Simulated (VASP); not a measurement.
# Li3TaO4 (I4/mmm) in VASP: a series of runs, part 3 of 3

VASP 6.6.1. The steps go on from the part before.

**6. Single point, r2SCAN (volume scaled by 1.03, then relaxed in part)**

POSCAR reads:

```
Li3TaO4
1.0
   -2.0495109699      2.0495109699      4.3654525923
    2.0495109699     -2.0495109699      4.3654525923
    2.0495109699      2.0495109699     -4.3654525923
Li Ta O
3 1 4
Direct
    0.5000000000      0.5000000000      0.0000000000
    0.2500000000      0.7500000000      0.5000000000
    0.7500000000      0.2500000000      0.5000000000
    0.0000000000      0.0000000000      0.0000000000
    0.0000000000      0.5000000000      0.5000000000
    0.7801429359      0.7801429359      0.0000000000
    0.5000000000      0.0000000000      0.5000000000
    0.2198570641      0.2198570641      0.0000000000
```

INCAR.step1 reads:

```
  ALGO = Normal
  EDIFF = 1E-4
  ENCUT = 520
  GGA = PE
  ISMEAR = 0
  LASPH = T
  LCHARG = F
  LREAL = F
  LWAVE = T
  NBANDS = 32
  NELM = 100
  PREC = Accurate
  SIGMA = 0.02
```

INCAR.step2 reads:

```
  ALGO = Normal
  EDIFF = 1E-7
  ENCUT = 520
  ISIF = 2
  ISMEAR = 0
  ISTART = 1
  LASPH = T
  LCHARG = F
  LMIXTAU = T
  LREAL = F
  LWAVE = F
  METAGGA = R2SCAN
  NBANDS = 32
  NELM = 100
  PREC = Accurate
  SIGMA = 0.02
```

KPOINTS reads:

```
k-points
0
Gamma
  10 10 10
```

Potentials or basis: VASP PAW PBE potentials, release 64 (Li_sv, Ta_pv, O).

The run is started by

```console
$ cat potpaw_PBE.64/Li_sv/POTCAR potpaw_PBE.64/Ta_pv/POTCAR potpaw_PBE.64/O/POTCAR > POTCAR
$ cp INCAR.step1 INCAR
$ mpirun -np 1 vasp_std > vasp.out
$ cp INCAR.step2 INCAR
$ mpirun -np 1 vasp_std > vasp.out
```

OUTCAR:

```text
EDIFF = 1E-7
   ENCUT = 520
   ISIF = 2
   ISMEAR = 0
   ISTART = 1
   LASPH = T
   LREAL = F
   METAGGA = R2SCAN
   NELM = 100
   PREC = Accurate

 ion  position               nearest neighbor table
   1  0.500  0.500  0.000-   5 2.05   7 2.05   7 2.05   5 2.05   4 2.90   4 2.90   4 2.90   4 2.90

   2  0.250  0.750  0.500-   6 2.07   8 2.07   6 2.07   8 2.07   7 2.18   5 2.18   4 2.99   4 2.99
                             4 2.99   4 2.99
   3  0.750  0.250  0.500-   6 2.07   8 2.07   6 2.07   8 2.07   7 2.18   5 2.18   4 2.99   4 2.99
                             4 2.99   4 2.99
   4  0.000  0.000  0.000-   6 1.92   8 1.92   7 2.05   5 2.05   5 2.05   7 2.05   1 2.90   1 2.90
                             1 2.90   1 2.90   3 2.99   2 2.99   3 2.99   3 2.99   2 2.99   2 2.99
   5  0.000  0.500  0.500-   1 2.05   4 2.05   4 2.05   1 2.05   3 2.18   2 2.18
   6  0.780  0.780  0.000-   4 1.92   3 2.07   2 2.07   3 2.07   2 2.07
   7  0.500  0.000  0.500-   1 2.05   4 2.05   1 2.05   4 2.05   3 2.18   2 2.18
   8  0.220  0.220  0.000-   4 1.92   2 2.07   3 2.07   2 2.07   3 2.07

  LATTYP: Found a body centered tetragonal cell.
 ALAT       =     4.0990219398
 C/A-ratio  =     2.1299971829

  Lattice vectors:

 A1 = (  -2.0495109699,   2.0495109699,   4.3654525923)
 A2 = (   2.0495109699,  -2.0495109699,   4.3654525923)
 A3 = (   2.0495109699,   2.0495109699,  -4.3654525923)

Analysis of symmetry for initial positions (statically):
=====================================================================
 Subroutine PRICEL returns:
 Original cell was already a primitive cell.

 Routine SETGRP: Setting up the symmetry group for a
 body centered tetragonal supercell.

 Subroutine GETGRP returns: Found 16 space group operations
 (whereof 16 operations were pure point group operations)
 out of a pool of 16 trial point group operations.

The static configuration has the point symmetry D_4h.

Analysis of symmetry for dynamics (positions and initial velocities):
=====================================================================
[... 144 lines left out ...]
  Fermi-wavevector in a.u.,A,eV,Ry     =   1.380689  2.609124 25.936807  1.906302
  Thomas-Fermi vector in A             =   2.505543
   LORBIT       =      0    0 simple, 1 ext, 2 COOP (PROOUT), +10 PAW based schemes
   METAGGA = R2SCAN    functional components
   LHFCALC =     F    Hartree Fock is set to
   AEXX    =    0.0000 exact exchange contribution
   IVDW    =     0    specifies the selected vdW correction
   LEPSILON=     F    determine dielectric tensor
   LRPA    =     F    only Hartree local field effects (RPA)
 non-spin polarized calculation
 Gauss-broadening in eV      SIGMA  =   0.02
  energy-cutoff  :      520.00
  volume of cell :       73.35
 maximum number of plane-waves:      1993
   NGX = 19   NGY = 19   NGZ = 19

 number of electron      44.0000013 magnetization

 Free energy of the ion-electron system (eV)
  ---------------------------------------------------
  ext. energy  EPLUGINS =         0.00000000
  ---------------------------------------------------
  free energy    TOTEN  =      -101.05769905 eV

  energy without entropy =     -101.05769905  energy(sigma->0) =     -101.05769905

 E-fermi :   2.3080     XC(G=0): -11.5307

 val. band max:        2.1783636939   @ k =   0.3000   0.3000   0.2000
 cond. band min:       4.2489812992   @ k =   0.0000   0.0000   0.0000
 fundamental gap:      2.0706176054
 Fermi energy:         2.3080222897

 k-point     1 :       0.0000    0.0000    0.0000
  band No.  band energies     occupation
      1     -42.9286      2.00000
      2     -41.7988      2.00000
      3     -41.7702      2.00000
      4     -33.2722      2.00000
      5     -33.2722      2.00000
      6     -33.0873      2.00000
[... 829 lines left out ...]
     31      13.8141      0.00000
     32      14.4429      0.00000

 [... further k-points ...]
[... 5 lines left out ...]
  --------------------------------------------------------------------------------------
  -------------------------------------------------------------------------------------
  Total       -0.8665964     -0.8665964     -0.6446570      0.0000000     -0.0000000      0.0000000
  in kB      -18.9294365    -18.9294365    -14.0815198      0.0000000     -0.0000000      0.0000000
  external PRESSURE =     -17.3134642 kB  Pullay stress =       0.0000000 kB

 VOLUME and BASIS-vectors are now :
 -----------------------------------------------------------------------------
  energy-cutoff  :      520.00
  volume of cell :       73.35
      direct lattice vectors                 reciprocal lattice vectors
    -2.049510970  2.049510970  4.365452592     0.000000000  0.243960636  0.114535661
     2.049510970 -2.049510970  4.365452592     0.243960636  0.000000000  0.114535661
     2.049510970  2.049510970 -4.365452592     0.243960636  0.243960636  0.000000000

 POSITION                                       TOTAL-FORCE (eV/Angst)
 -----------------------------------------------------------------------------------
      0.00000      0.00000      4.36545         0.000000      0.000000     -0.000000
      2.04951      0.00000      2.18273         0.000000      0.000000     -0.000000
      0.00000      2.04951      2.18273         0.000000      0.000000      0.000000
      0.00000      0.00000      0.00000         0.000000      0.000000     -0.000000
      2.04951      0.00000      0.00000         0.000000      0.000000     -0.000000
      0.00000      0.00000      6.81135        -0.000000     -0.000000     -0.180759
      0.00000      2.04951      0.00000         0.000000      0.000000     -0.000000
      0.00000      0.00000      1.91955        -0.000000     -0.000000      0.180759
 -----------------------------------------------------------------------------------
    total drift:                               -0.000000      0.000000      0.000000

  FREE ENERGIE OF THE ION-ELECTRON SYSTEM (eV)
  ---------------------------------------------------
  free  energy   TOTEN  =      -101.0576990486 eV

  energy  without entropy=     -101.0576990486  energy(sigma->0) =     -101.05769905
```

OUTCAR.step1:

```text
EDIFF = 1E-4
   ENCUT = 520
   GGA = PE
   ISMEAR = 0
[... 1089 lines left out ...]
      2.04951      0.00000      0.00000        -0.000000     -0.000000     -0.000000
      0.00000      0.00000      6.81135        -0.000000     -0.000000     -0.483213
      0.00000      2.04951      0.00000        -0.000000     -0.000000     -0.000000
      0.00000      0.00000      1.91955         0.000000      0.000000      0.483213
 -----------------------------------------------------------------------------------
    total drift:                               -0.000000      0.000000      0.000000

  FREE ENERGIE OF THE ION-ELECTRON SYSTEM (eV)
  ---------------------------------------------------
  free  energy   TOTEN  =       -56.9926575958 eV

  energy  without entropy=      -56.9926575958  energy(sigma->0) =      -56.99265760
```

Run time: 22 min. Hardware: 1 thread of Oxide Virtual Turin-like, shared host; peak memory 0.37 GiB.

Results:

| Property | Result |
| --- | --- |
| Free energy | -101.0577 eV |
| Largest force | 0.181 eV/Å |
| Band gap on the k mesh | 2.07 eV, indirect (least direct gap 2.14 eV) |

Forces in eV/Å, atoms in the order of the input:
```
Li   0.000  0.000  0.000
Li   0.000  0.000  0.000
Li   0.000  0.000  0.000
Ta   0.000  0.000  0.000
O    0.000  0.000  0.000
O    0.000  0.000 -0.181
O    0.000  0.000  0.000
O    0.000  0.000  0.181
```

Caveat: the cutoff is under 1.25 times the usual one of these potentials, so pressure, stress and relaxed cells hold a basis-set (Pulay) error; the PAW data sets were made with another functional, which shifts forces and pressure a little; spin-orbit coupling is left out, which moves the levels of the heavy elements. A k mesh can miss the band edges.

**7. Overview**

| cell | gap on the mesh (eV) | largest force (eV/Å) |
| --- | --- | --- |
| a = 4.987 Å, angles 132.1, 132.1, 70.1°, 8 atoms | 2.00 | 0.18 |
| a = 5.065 Å, angles 132.6, 132.6, 69.3°, 8 atoms | 2.03 | 0.18 |
| a = 5.149 Å, angles 133.2, 133.2, 68.3°, 8 atoms | 2.06 | 0.18 |
| a = 5.240 Å, angles 134.0, 134.0, 67.2°, 8 atoms | 2.07 | 0.18 |

Alike in all rows: task single point; level r2SCAN; potentials or basis VASP PAW PBE potentials, release 64 (Li_sv, Ta_pv, O); no spin polarisation; k mesh 10 × 10 × 10; cutoff (eV) 520; smearing gaussian 0.02 eV.

Caveats: the cutoff is under 1.25 times the usual one of these potentials, so pressure, stress and relaxed cells hold a basis-set (Pulay) error; the PAW data sets were made with another functional, which shifts forces and pressure a little; spin-orbit coupling is left out, which moves the levels of the heavy elements.

Absolute energies hang on the potentials; compare differences alone.
